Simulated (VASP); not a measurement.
A run of VASP 6.6.1 is set up as follows.

The input POSCAR:

```
TiO2
1.0
    2.7060340000     -2.7066550000      0.0000000000
    2.7060340000      2.7066550000      0.0000000000
   -2.6335310000      0.0000000000      4.7966370000
Ti O
2 4
Direct
    0.1341100000      0.8658900000      0.2500000000
    0.8658900000      0.1341100000      0.7500000000
    0.3312210000      0.0887550000      0.6671490000
    0.6687790000      0.9112450000      0.3328510000
    0.9112450000      0.6687790000      0.8328510000
    0.0887550000      0.3312210000      0.1671490000
```

The input INCAR.step1:

```
PREC = Accurate ; ENCUT = 520
ISMEAR = 0 ; SIGMA = 0.02
LREAL = F ; LASPH = T
NELM = 100 ; NBANDS = 33
GGA = PE ; ALGO = Normal
EDIFF = 1E-4 ; LWAVE = T
LCHARG = F
```

File INCAR.step2:

```
PREC = Accurate ; ENCUT = 520
EDIFF = 1E-6 ; ISMEAR = 0
SIGMA = 0.02 ; LREAL = F
LASPH = T ; NELM = 100
ALGO = Normal ; ISIF = 2
LWAVE = F ; LCHARG = F
METAGGA = R2SCAN ; LMIXTAU = T
NBANDS = 33 ; ISTART = 1
```

File KPOINTS:

```
regular mesh
0
Gamma
  2 2 2
```

Potentials or basis: VASP PAW PBE potentials, release 64 (Ti_sv, O).

Launch:

```sh
$ cat potpaw_PBE.64/Ti_sv/POTCAR potpaw_PBE.64/O/POTCAR > POTCAR
$ cp INCAR.step1 INCAR
$ mpirun -np 1 vasp_std > vasp.out
$ cp INCAR.step2 INCAR
$ mpirun -np 1 vasp_std > vasp.out
```

What does it give for the band gap on the k mesh?

2.45 eV, indirect (least direct gap 2.90 eV).

Predict the largest force.

0.383 eV/Å.

Predict the pressure.

-6.1 GPa.

Forces in eV/Å, atoms in the order of the input:
```
Ti   0.000  0.019  0.000
Ti   0.000 -0.019  0.000
O    0.002 -0.051 -0.380
O   -0.002  0.051  0.380
O   -0.002 -0.051  0.380
O    0.002  0.051 -0.380
```

Caveat: the k points lie up to 0.88 Å⁻¹ apart; the PAW data sets were made with another functional, which shifts forces and pressure a little. r2SCAN opens gaps a little over a GGA but as a rule still falls short of measured ones.
